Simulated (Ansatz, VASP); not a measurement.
# TaSi2: VASP beside Ansatz

```
Ta Si
1.0
     4.80436    0.00000    0.00000
    -2.40218    4.16070    0.00000
     0.00000    0.00000    6.60793
Ta Si
3 6
Direct
  0.50000 0.00000 0.50000
  0.50000 0.50000 0.83333
  0.00000 0.50000 0.16667
  0.15929 0.31858 0.50000
  0.84071 0.15929 0.83333
  0.68142 0.84071 0.16667
  0.84071 0.68142 0.50000
  0.15929 0.84071 0.83333
  0.31858 0.15929 0.16667
```

Alike in both runs: functional PBE; k mesh 6 × 6 × 4; occupations gaussian, width 0.1 eV; no spin polarisation.

Ansatz relaxed the structure, and its values are those at the end. VASP's run is a single point on that final structure, the one shown.

|  | VASP | Ansatz |
| --- | --- | --- |
| version | VASP 6.6.1 | Ansatz 0.2.0 |
| potentials or method | VASP PAW PBE potentials, release 64 (Ta_pv, Si), cutoff 520 eV | scalar-relativistic, plane waves, PAW |
| valence electrons in the cell | 57 | 63 |

|  | VASP | Ansatz | Ansatz less VASP |
| --- | --- | --- | --- |
| gap on the k mesh at the Fermi level (eV) | none | none | - |
| pressure (GPa) | -0.1 | -0.2 | -0.09 |
| rms of the force components (eV/Å) | 0.004 | 0.002 | -0.0019 |

A gap of «none» marks a metal or a gap that the smearing closes. With one functional, cell and mesh, what is left measures potentials, basis and numerics. VASP's potentials hold 57 valence electrons a cell and Ansatz's 63, so a difference there can come from the potentials and not from the codes.

Neither program's run includes spin-orbit coupling.
